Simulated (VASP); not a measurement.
# TiO2 (I4_1/amd) in VASP: notebook

The runs below take TiO2 through single point, with PBE.

Program: VASP 6.6.1. These are calculated values, not measurements. Logs are shortened: lines on timing, memory, paths and dates and some standing lists are left out, and cuts for length are marked.

## (1) The cell of the first run

The structure is tetragonal, space group I4_1/amd (No. 141). The conventional cell has a = 3.702 Å, b = 3.702 Å, c = 9.392 Å, α = 90.00°, β = 90.00°, γ = 90.00°. Within 2.5 Å of Ti (site symmetry -4m2) lie 6 O at 1.89 to 1.97 Å. Within 2.5 Å of O (site symmetry 2mm) lie 3 Ti at 1.89 to 1.97 Å and 2 O at 2.44 Å.

## (2) Single point, PBE (strain -2.0%)

The input, INCAR:

```
ALGO = Normal ; EDIFF = 1E-6
ENCUT = 520 ; GGA = PE
ISIF = 2 ; ISMEAR = -1
LASPH = True ; LCHARG = True
LELF = True ; LREAL = False
LVHAR = True ; LWAVE = False
NBANDS = 33 ; NELM = 60
PREC = Accurate ; SIGMA = 0.02
```

The input, KPOINTS:

```
k-points
0
Gamma
  10 10 10
```

The input, POSCAR:

```
TiO2
1.0
   -1.8511208344      1.8511208344      4.6958811868
    1.8511208344     -1.8511208344      4.6958811868
    1.8511208344      1.8511208344     -4.6958811868
Ti O
2 4
Direct
    0.7500000000      0.2500000000      0.5000000000
    0.0000000000      0.0000000000      0.0000000000
    0.5405046761      0.0405046761      0.5000000000
    0.7905046761      0.7905046761      0.0000000000
    0.2094953239      0.2094953239      0.0000000000
    0.9594953239      0.4594953239      0.5000000000
```

Potentials or basis: VASP PAW PBE potentials, release 64 (Ti_sv, O).

Started as:

```
$ cat potpaw_PBE.64/Ti_sv/POTCAR potpaw_PBE.64/O/POTCAR > POTCAR
$ mpirun -np 1 vasp_std > vasp.out
```

OUTCAR:

```text
EDIFF = 1E-6
   ENCUT = 520
   GGA = PE
   ISIF = 2
   ISMEAR = -1
   LASPH = True
   LREAL = False
   NELM = 60
   PREC = Accurate

 ion  position               nearest neighbor table
   1  0.750  0.250  0.500-   4 1.89   5 1.89   4 1.89   5 1.89   3 1.97   6 1.97
   2  0.000  0.000  0.000-   3 1.89   6 1.89   3 1.89   6 1.89   5 1.97   4 1.97
   3  0.541  0.041  0.500-   2 1.89   2 1.89   1 1.97
   4  0.791  0.791  0.000-   1 1.89   1 1.89   2 1.97
   5  0.209  0.209  0.000-   1 1.89   1 1.89   2 1.97
   6  0.959  0.459  0.500-   2 1.89   2 1.89   1 1.97

  LATTYP: Found a body centered tetragonal cell.
 ALAT       =     3.7022416688
 C/A-ratio  =     2.5367772322

  Lattice vectors:

 A1 = (  -1.8511208344,   1.8511208344,   4.6958811868)
 A2 = (   1.8511208344,  -1.8511208344,   4.6958811868)
 A3 = (   1.8511208344,   1.8511208344,  -4.6958811868)

Analysis of symmetry for initial positions (statically):
=====================================================================
 Subroutine PRICEL returns:
 Original cell was already a primitive cell.

 Routine SETGRP: Setting up the symmetry group for a
 body centered tetragonal supercell.

 Subroutine GETGRP returns: Found 16 space group operations
 (whereof  8 operations were pure point group operations)
 out of a pool of 16 trial point group operations.

The static configuration has the point symmetry D_2d.
 The point group associated with its full space group is D_4h.

Analysis of symmetry for dynamics (positions and initial velocities):
=====================================================================
 Subroutine PRICEL returns:
 Original cell was already a primitive cell.

 Routine SETGRP: Setting up the symmetry group for a
 body centered tetragonal supercell.

 Subroutine GETGRP returns: Found 16 space group operations
 (whereof  8 operations were pure point group operations)
 out of a pool of 16 trial point group operations.

The dynamic configuration has the point symmetry D_2d.
 The point group associated with its full space group is D_4h.

 Subroutine INISYM returns: Found 16 space group operations
 (whereof  8 operations are pure point group operations),
 and found     1 'primitive' translations

----------------------------------------------------------------------------------------

                                     Primitive cell

  volume of cell :      64.3645

  direct lattice vectors                    reciprocal lattice vectors
    -1.851120834  1.851120834  4.695881187     0.000000000  0.270106624  0.106476288
     1.851120834 -1.851120834  4.695881187     0.270106624  0.000000000  0.106476288
     1.851120834  1.851120834 -4.695881187     0.270106624  0.270106624  0.000000000

  length of vectors
     5.376299546  5.376299546  5.376299546     0.290335648  0.290335648  0.381988452

  position of ions in fractional coordinates (direct lattice)
     0.750000000  0.250000000  0.500000000
     0.000000000  0.000000000  0.000000000
     0.540504676  0.040504676  0.500000000
     0.790504676  0.790504676  0.000000000
     0.209495324  0.209495324  0.000000000
     0.959495324  0.459495324  0.500000000

  ion indices of the primitive-cell ions
   primitive index   ion index
                 1           1
                 2           2
                 3           3
                 4           4
                 5           5
                 6           6

----------------------------------------------------------------------------------------

 KPOINTS: k-points

Automatic generation of k-mesh.
 Grid dimensions read from file:
 generate k-points for:   10   10   10

 Generating k-lattice:

  Cartesian coordinates                     Fractional coordinates (reciprocal lattice)
     0.000000000  0.027010662  0.010647629     0.100000000  0.000000000  0.000000000
     0.027010662  0.000000000  0.010647629     0.000000000  0.100000000  0.000000000
     0.027010662  0.027010662  0.000000000     0.000000000  0.000000000  0.100000000

  Length of vectors
     0.029033565  0.029033565  0.038198845

  Shift w.r.t. Gamma in fractional coordinates (k-lattice)
     0.000000000  0.000000000  0.000000000

 Subroutine IBZKPT returns following result:
 ===========================================

 Found    102 irreducible k-points:

 Following reciprocal coordinates:
            Coordinates               Weight
  0.000000  0.000000  0.000000      1.000000
  0.100000  0.000000 -0.000000      8.000000
  0.200000  0.000000 -0.000000      8.000000
  0.300000  0.000000 -0.000000      8.000000
  0.400000  0.000000 -0.000000      8.000000
  0.500000  0.000000 -0.000000      4.000000
[... 16 lines left out ...]
  0.300000  0.300000 -0.000000      8.000000
  0.400000  0.300000  0.000000     16.000000
 [... further k-points ...]
   k-points           NKPTS =    102   k-points in BZ     NKDIM =    102   number of bands    NBANDS=     33
   number of dos      NEDOS =    301   number of ions     NIONS =      6
   total plane-waves  NPLWV =  64000
   dimension x,y,z NGX =    40 NGY =   40 NGZ =   40
   dimension x,y,z NGXF=    80 NGYF=   80 NGZF=   80
   ions per type =               2   4
   NGX,Y,Z   is equivalent  to a cutoff of  12.37, 12.37, 12.37 a.u.
   NGXF,Y,Z  is equivalent  to a cutoff of  24.74, 24.74, 24.74 a.u.
 SYSTEM =  unknown system
   PREC   = accura    normal or accurate (medium, high low for compatibility)
   ISTART =      0    job   : 0-new  1-cont  2-samecut
   ICHARG =      2    charge: 1-file 2-atom 10-const
   ISPIN  =      1    spin polarized calculation?
   LNONCOLLINEAR =      F non collinear calculations
   LSORBIT =      F    spin-orbit coupling
   LASPH  =      T    aspherical Exc in radial PAW
   ENCUT  =  520.0 eV  38.22 Ry    6.18 a.u.  10.00 10.00 10.00*2*pi/ulx,y,z
   NELM   =     60;   NELMIN=  2; NELMDL= -5     # of ELM steps
   EDIFF  = 0.1E-05   stopping-criterion for ELM
   LREAL  =      F    real-space projection
   EDIFFG = 0.1E-04   stopping-criterion for IOM
   NSW    =      0    number of steps for IOM
   IBRION =     -1    ionic relax: 0-MD 1-quasi-New 2-CG
   NFREE  =      0    steps in history (QN), initial steepest desc. (CG)
   ISIF   =      2    stress and relaxation
   ISYM   =      2    0-nonsym 1-usesym 2-fastsym
   POTIM  = 0.5000    time-step for ionic-motion
   TEBEG  =    0.0;   TEEND  =   0.0 temperature during run
   PSTRESS=    0.0 pullay stress
   NELECT =      48.0000    total number of electrons
   NUPDOWN=      -1.0000    fix difference up-down
   EMIN   =  10.00;   EMAX   =-10.00  energy-range for DOS
   EFERMI =   0.00;   METHOD = LEGACY
   ISMEAR =    -1;   SIGMA  =   0.02  broadening in eV -4-tet -1-fermi 0-gaus
   EFERMI_NEDOS =   21; number of points for ismear=-14 and -15
   IALGO  =     38    algorithm
   IMIX   =      4    mixing-type and parameters
     AMIX     =   0.40;   BMIX     =  1.00
     AMIX_MAG =   1.60;   BMIX_MAG =  1.00
  volume/ion in A,a.u.               =      10.73        72.39
  Fermi-wavevector in a.u.,A,eV,Ry     =   1.484589  2.805467 29.987319  2.204006
  Thomas-Fermi vector in A             =   2.598107
   LORBIT       =      0    0 simple, 1 ext, 2 COOP (PROOUT), +10 PAW based schemes
   GGA     = PE    functional components
   LHFCALC =     F    Hartree Fock is set to
   AEXX    =    0.0000 exact exchange contribution
   IVDW    =     0    specifies the selected vdW correction
   LEPSILON=     F    determine dielectric tensor
   LRPA    =     F    only Hartree local field effects (RPA)
 non-spin polarized calculation
  energy-cutoff  :      520.00
  volume of cell :       64.36
 maximum number of plane-waves:      1750
   NGX = 19   NGY = 19   NGZ = 19

 number of electron      47.9999991 magnetization

 Free energy of the ion-electron system (eV)
  ---------------------------------------------------
  ext. energy  EPLUGINS =         0.00000000
  ---------------------------------------------------
  free energy    TOTEN  =       -53.53148258 eV

  energy without entropy =      -53.53148258  energy(sigma->0) =      -53.53148258

 E-fermi :   4.4787     XC(G=0): -11.0380

 val. band max:        3.9645227067   @ k =  -0.4000   0.4000   0.0000
 cond. band min:       6.1669816333   @ k =   0.0000   0.0000   0.0000
 fundamental gap:      2.2024589266
 Fermi energy:         4.4786571295

 k-point     1 :       0.0000    0.0000    0.0000
  band No.  band energies     occupation
      1     -52.2420      2.00000
      2     -52.1659      2.00000
      3     -28.7823      2.00000
      4     -28.5060      2.00000
      5     -28.5060      2.00000
      6     -28.4211      2.00000
[... 25 lines left out ...]
     32       9.6513      0.00000
     33       9.7608      0.00000

 k-point     2 :       0.1000    0.0000   -0.0000
  band No.  band energies     occupation
      1     -52.2403      2.00000
      2     -52.1669      2.00000
      3     -28.7793      2.00000
      4     -28.5225      2.00000
      5     -28.5072      2.00000
      6     -28.4283      2.00000
[... 25 lines left out ...]
     32       9.7827      0.00000
     33      10.0734      0.00000

 k-point     3 :       0.2000    0.0000   -0.0000
  band No.  band energies     occupation
      1     -52.2355      2.00000
      2     -52.1701      2.00000
      3     -28.7719      2.00000
      4     -28.5641      2.00000
      5     -28.5099      2.00000
      6     -28.4449      2.00000
[... 25 lines left out ...]
     32      10.1395      0.00000
     33      10.5331      0.00000

 k-point     4 :       0.3000    0.0000   -0.0000
  band No.  band energies     occupation
      1     -52.2290      2.00000
      2     -52.1747      2.00000
      3     -28.7640      2.00000
      4     -28.6141      2.00000
      5     -28.5129      2.00000
      6     -28.4599      2.00000
[... 673 lines left out ...]
     32      10.9744      0.00000
     33      11.0066      0.00000

 k-point    23 :       0.3000    0.3000   -0.0000
  band No.  band energies     occupation
      1     -52.2129      2.00000
      2     -52.1866      2.00000
      3     -28.7357      2.00000
      4     -28.6735      2.00000
      5     -28.5685      2.00000
      6     -28.5118      2.00000
[... 25 lines left out ...]
     32      10.9053      0.00000
     33      11.8058      0.00000

 k-point    24 :       0.4000    0.3000    0.0000
  band No.  band energies     occupation
      1     -52.2080      2.00000
      2     -52.1898      2.00000
      3     -28.7422      2.00000
      4     -28.6996      2.00000
      5     -28.5718      2.00000
      6     -28.5324      2.00000
[... 25 lines left out ...]
     32      10.8829      0.00000
     33      11.9287      0.00000

 [... further k-points ...]
[... 5 lines left out ...]
  --------------------------------------------------------------------------------------
  -------------------------------------------------------------------------------------
  Total        8.4719202      8.4719202      6.9032609      0.0000000      0.0000000      0.0000000
  in kB      210.8850577    210.8850577    171.8376160      0.0000000      0.0000000      0.0000000
  external PRESSURE =     197.8692438 kB  Pullay stress =       0.0000000 kB

 VOLUME and BASIS-vectors are now :
 -----------------------------------------------------------------------------
  energy-cutoff  :      520.00
  volume of cell :       64.36
      direct lattice vectors                 reciprocal lattice vectors
    -1.851120834  1.851120834  4.695881187     0.000000000  0.270106624  0.106476288
     1.851120834 -1.851120834  4.695881187     0.270106624  0.000000000  0.106476288
     1.851120834  1.851120834 -4.695881187     0.270106624  0.270106624  0.000000000

 POSITION                                       TOTAL-FORCE (eV/Angst)
 -----------------------------------------------------------------------------------
     -0.00000      1.85112      2.34794        -0.000000     -0.000000      0.000000
      0.00000      0.00000      0.00000        -0.000000     -0.000000      0.000000
      0.00000      1.85112      0.38041        -0.000000      0.000000     -0.108330
      0.00000      0.00000      7.42423         0.000000     -0.000000     -0.108330
      0.00000      0.00000      1.96753         0.000000     -0.000000      0.108330
     -0.00000      1.85112      4.31547        -0.000000      0.000000      0.108330
 -----------------------------------------------------------------------------------
    total drift:                                0.000000     -0.000000     -0.000000

  FREE ENERGIE OF THE ION-ELECTRON SYSTEM (eV)
  ---------------------------------------------------
  free  energy   TOTEN  =       -53.5314825824 eV

  energy  without entropy=      -53.5314825824  energy(sigma->0) =      -53.53148258
```

It took 5.7 min on 1 thread of AMD EPYC 9R14 (Zen 4), shared host; peak memory 0.31 GiB.

What came out:

```yaml
Free_energy: -53.5315 eV
Pressure: 19.8 GPa
Largest_force: 0.108 eV/Å
Band_gap_on_the_k_mesh: 2.20 eV (least direct gap 2.58 eV)
```

Forces in eV/Å, atoms in the order of the input:
```
Ti   0.000  0.000  0.000
Ti   0.000  0.000  0.000
O    0.000  0.000 -0.108
O    0.000  0.000 -0.108
O    0.000  0.000  0.108
O    0.000  0.000  0.108
```

Stress tensor (GPa, compression positive):
```
21.09  0.00  0.00
 0.00 21.09  0.00
 0.00  0.00 17.18
```

Caveat: the cell differs from its parent crystal (strain -2.0%); the cell stands under pressure. A k mesh can miss the band edges.

## (3) Single point, PBE (strain -1.0%)

The input, INCAR:

```
PREC     = Accurate       # precision mode
ENCUT    = 520            # plane-wave cutoff, eV
EDIFF    = 1E-6           # SCF threshold, eV
ISMEAR   = -1             # smearing method
SIGMA    = 0.02           # smearing width, eV
LREAL    = F              # projectors in reciprocal space
LASPH    = T              # aspherical terms in the spheres
NELM     = 100            # most SCF steps
ALGO     = Normal         # electronic algorithm
ISIF     = 2              # what is computed and relaxed
LWAVE    = F              # write WAVECAR
LCHARG   = F              # write CHGCAR
GGA      = PE             # functional
NBANDS   = 33             # bands
```

The input, KPOINTS:

```
Automatic mesh
0
Gamma
  10 10 10
```

The input, POSCAR:

```
TiO2
1.0
   -1.8700098225      1.8700098225      4.7437983417
    1.8700098225     -1.8700098225      4.7437983417
    1.8700098225      1.8700098225     -4.7437983417
Ti O
2 4
Direct
    0.7500000000      0.2500000000      0.5000000000
    0.0000000000      0.0000000000      0.0000000000
    0.5416140376      0.0416140376      0.5000000000
    0.7916140376      0.7916140376      0.0000000000
    0.2083859624      0.2083859624      0.0000000000
    0.9583859624      0.4583859624      0.5000000000
```

Potentials or basis: VASP PAW PBE potentials, release 64 (Ti_sv, O).

Started as:

```
$ cat potpaw_PBE.64/Ti_sv/POTCAR potpaw_PBE.64/O/POTCAR > POTCAR
$ mpirun -np 1 vasp_std > vasp.out
```

OUTCAR:

```text
PREC = Accurate
   ENCUT = 520
   EDIFF = 1E-6
   ISMEAR = -1
   LREAL = F
   LASPH = T
   NELM = 100
   ISIF = 2
   GGA = PE

 ion  position               nearest neighbor table
   1  0.750  0.250  0.500-   4 1.91   5 1.91   4 1.91   5 1.91   3 1.98   6 1.98
   2  0.000  0.000  0.000-   3 1.91   6 1.91   3 1.91   6 1.91   5 1.98   4 1.98
   3  0.542  0.042  0.500-   2 1.91   2 1.91   1 1.98
   4  0.792  0.792  0.000-   1 1.91   1 1.91   2 1.98
   5  0.208  0.208  0.000-   1 1.91   1 1.91   2 1.98
   6  0.958  0.458  0.500-   2 1.91   2 1.91   1 1.98
[... 1072 lines left out ...]
  -------------------------------------------------------------------------------------
  Total        5.2034280      5.2034280      4.6321482      0.0000000     -0.0000000      0.0000000
  in kB      125.6394843    125.6394843    111.8456349      0.0000000     -0.0000000      0.0000000
  external PRESSURE =     121.0415345 kB  Pullay stress =       0.0000000 kB

 VOLUME and BASIS-vectors are now :
 -----------------------------------------------------------------------------
  energy-cutoff  :      520.00
  volume of cell :       66.36
      direct lattice vectors                 reciprocal lattice vectors
    -1.870009822  1.870009822  4.743798342     0.000000000  0.267378275  0.105400770
     1.870009822 -1.870009822  4.743798342     0.267378275  0.000000000  0.105400770
     1.870009822  1.870009822 -4.743798342     0.267378275  0.267378275  0.000000000

 POSITION                                       TOTAL-FORCE (eV/Angst)
 -----------------------------------------------------------------------------------
      0.00000      1.87001      2.37190         0.000000      0.000000     -0.000000
      0.00000      0.00000      0.00000         0.000000      0.000000     -0.000000
      0.00000      1.87001      0.39482        -0.000000      0.000000     -0.111107
      0.00000      0.00000      7.51051         0.000000     -0.000000     -0.111107
      0.00000      0.00000      1.97708         0.000000     -0.000000      0.111107
     -0.00000      1.87001      4.34898        -0.000000      0.000000      0.111107
 -----------------------------------------------------------------------------------
    total drift:                               -0.000000      0.000000      0.000000

  FREE ENERGIE OF THE ION-ELECTRON SYSTEM (eV)
  ---------------------------------------------------
  free  energy   TOTEN  =       -53.7262657811 eV

  energy  without entropy=      -53.7262657811  energy(sigma->0) =      -53.72626578
```

stdout:

```text
POSCAR found type information on POSCAR TiO
 POSCAR found :  2 types and       6 ions
 scaLAPACK will be used
 LDA part: xc-table for (Slater+PW92), standard interpolation
 POSCAR, INCAR and KPOINTS ok, starting setup
 FFT: planning ... GRIDC
 FFT: planning ... GRID_SOFT
 FFT: planning ... GRID
 WAVECAR not read
 entering main loop
```

It took 6 min on 1 thread of AMD EPYC 9R14 (Zen 4), shared host; peak memory 0.32 GiB.

What came out:

```yaml
Free_energy: -53.7263 eV
Pressure: 12.1 GPa
Largest_force: 0.111 eV/Å
Band_gap_on_the_k_mesh: 2.17 eV (least direct gap 2.52 eV)
```

Forces in eV/Å, atoms in the order of the input:
```
Ti   0.000  0.000  0.000
Ti   0.000  0.000  0.000
O    0.000  0.000 -0.111
O    0.000  0.000 -0.111
O    0.000  0.000  0.111
O    0.000  0.000  0.111
```

Stress tensor (GPa, compression positive):
```
12.56  0.00  0.00
 0.00 12.56  0.00
 0.00  0.00 11.18
```

Caveat: the cell differs from its parent crystal (strain -1.0%); the cell stands under pressure.
